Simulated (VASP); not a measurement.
Write the native input for VASP 6.6.1 that does the following.

* Task: single point
* Functional: PBE
* Potentials or basis: VASP PAW PBE potentials, release 64 (B, As)
* Cutoff: 520 eV
* k mesh: 6 × 6 × 6
* Occupations: gaussian, width 0.01 eV
* Spin: no spin polarisation
* Dipole correction: no
* Further INCAR settings: ALGO = Normal; EDIFF = 1e-06; NBANDS = 11

The structure of BAs lies in POSCAR:

```
BAs
1.0
    0.0000000000      2.3918676041      2.4875423082
    2.3918676041      0.0000000000      2.4875423082
    2.3918676041      2.3918676041      0.0000000000
B As
1 1
Direct
    0.0000000000      0.0000000000      0.0000000000
    0.2500000000      0.2500000000      0.2500000000
```

This cell differs from its parent crystal: uniaxial z strain +4.0%.

The input as run:

INCAR

```
SYSTEM = BAs
ALGO = Normal
EDIFF = 1E-6
ENCUT = 520
GGA = PE
ISIF = 2
ISMEAR = 0
LASPH = .TRUE.
LCHARG = .FALSE.
LREAL = .FALSE.
LWAVE = .FALSE.
NBANDS = 11
NELM = 60
PREC = Accurate
SIGMA = 0.01
```

KPOINTS

```
k-points
0
G
  6 6 6
  0 0 0
```

Potentials or basis: VASP PAW PBE potentials, release 64 (B, As).

The run is started by

```console
$ cat potpaw_PBE.64/B/POTCAR potpaw_PBE.64/As/POTCAR > POTCAR
$ mpirun -np 1 vasp_std > vasp.out
```

It gave:

```json
{"Pressure": "-2.4 GPa", "Band gap on the k mesh": "1.02 eV, indirect (least direct gap 3.02 eV)"}
```

Caveat: the cell differs from its parent crystal (uniaxial z strain +4.0%).

It took 14 s on 1 thread of Intel(R) Xeon(R) Platinum 8259CL CPU @ 2.50GHz (Skylake/Cascade Lake), on a shared host, peak memory 0.15 GiB.
